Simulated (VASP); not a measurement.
# Ti2B3 (P4/mmm) in VASP: notebook, part 2 of 2

VASP 6.6.1.

## 4. Single point, PBE

INCAR reads:

```
SYSTEM = Ti2B3
PREC     = Accurate       ! precision mode
ENCUT    = 520            ! plane-wave cutoff, eV
EDIFF    = 1E-6           ! SCF threshold, eV
ISMEAR   = 0              ! smearing method
SIGMA    = 0.1            ! smearing width, eV
LREAL    = .False.        ! projectors in reciprocal space
LASPH    = .True.         ! aspherical terms in the spheres
NELM     = 60             ! most SCF steps
ALGO     = Normal         ! electronic algorithm
ISIF     = 2              ! what is computed and relaxed
LWAVE    = .False.        ! write WAVECAR
LCHARG   = .False.        ! write CHGCAR
GGA      = PE             ! functional
NBANDS   = 24             ! bands
```

KPOINTS reads:

```
Automatic mesh
0
Gamma
  6 6 4
  0 0 0
```

POSCAR reads:

```
Ti2B3
1.0
    4.5055794178      0.0000000000      0.0000000000
    0.0000000000      4.5055794178      0.0000000000
    0.0000000000      0.0000000000      3.0711027949
Ti B
2 3
Direct
    0.0000000000      0.5000000000      0.0000000000
    0.5000000000      0.0000000000      0.0000000000
    0.5000000000      0.5000000000      0.7522119548
    0.5000000000      0.5000000000      0.2477880452
    0.0000000000      0.0000000000      0.0000000000
```

Potentials or basis: VASP PAW PBE potentials, release 64 (Ti_sv, B).

On the command line:

```console
cat potpaw_PBE.64/Ti_sv/POTCAR potpaw_PBE.64/B/POTCAR > POTCAR
mpirun -np 1 vasp_std > vasp.out
```

OUTCAR:

```text
SYSTEM = Ti2B3
   PREC = Accurate
   ENCUT = 520
   EDIFF = 1E-6
   ISMEAR = 0
   LREAL = .False.
   LASPH = .True.
   NELM = 60
   ISIF = 2
   GGA = PE

 ion  position               nearest neighbor table
   1  0.000  0.500  0.000-   5 2.25   5 2.25   3 2.38   4 2.38   3 2.38   4 2.38
   2  0.500  0.000  0.000-   5 2.25   5 2.25   3 2.38   3 2.38   4 2.38   4 2.38
   3  0.500  0.500  0.752-   4 1.52   4 1.55   1 2.38   2 2.38   2 2.38   1 2.38
   4  0.500  0.500  0.248-   3 1.52   3 1.55   2 2.38   1 2.38   2 2.38   1 2.38
   5  0.000  0.000  0.000-   1 2.25   2 2.25   1 2.25   2 2.25

  LATTYP: Found a simple tetragonal cell.
 ALAT       =     4.5055794178
 C/A-ratio  =     0.6816221645

  Lattice vectors:

 A1 = (   4.5055794178,   0.0000000000,   0.0000000000)
 A2 = (   0.0000000000,   4.5055794178,   0.0000000000)
 A3 = (   0.0000000000,   0.0000000000,   3.0711027949)

Analysis of symmetry for initial positions (statically):
=====================================================================
 Subroutine PRICEL returns:
 Original cell was already a primitive cell.

[... 179 lines left out ...]
 cond. band min:       6.1445621828   @ k =   0.5000   0.5000   0.2500
 fundamental gap:      0.0775239010
 Fermi energy:         6.1289311326

 k-point     1 :       0.0000    0.0000    0.0000
  band No.  band energies     occupation
      1     -50.6031      2.00000
      2     -50.5743      2.00000
      3     -26.9863      2.00000
      4     -26.9607      2.00000
      5     -26.8551      2.00000
      6     -26.8551      2.00000
[... 637 lines left out ...]
     23       9.5279      0.00000
     24       9.7283      0.00000

 [... further k-points ...]

------------------------ aborting loop because EDIFF is reached ----------------------------------------

  FORCE on cell =-STRESS in cart. coord.  units (eV):
  Direction    XX          YY          ZZ          XY          YZ          ZX
  --------------------------------------------------------------------------------------
  -------------------------------------------------------------------------------------
  Total        0.0297949      0.0297949     -0.1469555      0.0000000      0.0000000     -0.0000000
  in kB        0.7656967      0.7656967     -3.7765991      0.0000000      0.0000000     -0.0000000
  external PRESSURE =      -0.7484019 kB  Pullay stress =       0.0000000 kB

 VOLUME and BASIS-vectors are now :
 -----------------------------------------------------------------------------
  energy-cutoff  :      520.00
  volume of cell :       62.34
      direct lattice vectors                 reciprocal lattice vectors
     4.505579418  0.000000000  0.000000000     0.221947037  0.000000000  0.000000000
     0.000000000  4.505579418  0.000000000     0.000000000  0.221947037  0.000000000
     0.000000000  0.000000000  3.071102795     0.000000000  0.000000000  0.325615932

 POSITION                                       TOTAL-FORCE (eV/Angst)
 -----------------------------------------------------------------------------------
      0.00000      2.25279      0.00000         0.000000      0.000000      0.000000
      2.25279      0.00000      0.00000         0.000000      0.000000      0.000000
      2.25279      2.25279      2.31012         0.000000      0.000000     -0.033438
      2.25279      2.25279      0.76098         0.000000     -0.000000      0.033438
      0.00000      0.00000      0.00000         0.000000      0.000000      0.000000
 -----------------------------------------------------------------------------------
    total drift:                                0.000000     -0.000000     -0.000000

  FREE ENERGIE OF THE ION-ELECTRON SYSTEM (eV)
  ---------------------------------------------------
  free  energy   TOTEN  =       -34.4788693413 eV

  energy  without entropy=      -34.4658735608  energy(sigma->0) =      -34.47237145
```

stdout:

```text
POSCAR found type information on POSCAR TiB
 POSCAR found :  2 types and       5 ions
 scaLAPACK will be used
 LDA part: xc-table for (Slater+PW92), standard interpolation
 POSCAR, INCAR and KPOINTS ok, starting setup
 FFT: planning ... GRIDC
 FFT: planning ... GRID_SOFT
 FFT: planning ... GRID
 WAVECAR not read
 entering main loop
```

It took 17 s on 1 thread of Intel Xeon 6975P-C (Granite Rapids), shared host; peak memory 0.19 GiB.

Results:

* Free energy: -34.4789 eV
* Pressure: -0.1 GPa
* Largest force: 0.033 eV/Å

Forces on the atoms (eV/Å):
```
Ti   0.000  0.000  0.000
Ti   0.000  0.000  0.000
B    0.000  0.000 -0.033
B    0.000  0.000  0.033
B    0.000  0.000  0.000
```

Levels at points of the mesh, in eV from the Fermi level:
| k point | band 14 | band 15 | band 16 | band 17 | band 18 | band 19 | band 20 | band 21 |
| --- | --- | --- | --- | --- | --- | --- | --- | --- |
| (0.00, 0.00, 0.00) | -0.69 | -0.36 | -0.06 | 1.14 | 1.14 | 1.48 | 1.48 | 1.93 |
| (0.50, 0.00, 0.00) | -1.98 | -1.33 | -0.47 | -0.16 | 1.22 | 1.35 | 1.37 | 2.09 |
| (0.50, 0.50, 0.00) | -1.76 | -1.76 | -0.52 | -0.52 | 0.53 | 0.76 | 2.30 | 2.58 |
| (0.00, 0.00, 0.50) | -0.98 | -0.29 | -0.29 | -0.11 | 0.95 | 0.95 | 2.08 | 2.87 |
| (0.50, 0.00, 0.50) | -1.78 | -1.29 | -0.83 | -0.26 | 0.30 | 1.20 | 1.45 | 3.09 |
| (0.50, 0.50, 0.50) | -2.91 | -1.04 | -1.04 | -0.74 | -0.74 | 1.17 | 1.62 | 1.74 |

Caveat: the k points lie up to 0.51 Å⁻¹ apart.

## 5. The runs side by side

| cell | k mesh | gap on the mesh (eV) | pressure (GPa) | largest force (eV/Å) |
| --- | --- | --- | --- | --- |
| a = 4.506, b = 4.506, c = 3.071 Å, 5 atoms | 4 × 4 × 6 | none | 0.1 | - |
| a = 3.463, b = 3.463, c = 4.811 Å, 5 atoms | 6 × 6 × 4 | none | 110.1 | 4.90 |
| a = 4.506, b = 4.506, c = 3.071 Å, 5 atoms | 6 × 6 × 4 | none | -0.1 | 0.03 |

Alike in all rows: task single point; level PBE; potentials or basis VASP PAW PBE potentials, release 64 (Ti_sv, B); no spin polarisation; cutoff (eV) 520; smearing gaussian 0.1 eV.

Caveats: some runs use coarse meshes; this functional lacks dispersion, which binds the layers, so the pressure and a relaxed spacing across them are unreliable (some runs); forces of over 1 eV/Å act on the atoms, so gaps and moduli don't describe the material at rest (some runs).

Total energies depend on the potentials used, so only differences within one code and one set of settings carry meaning.
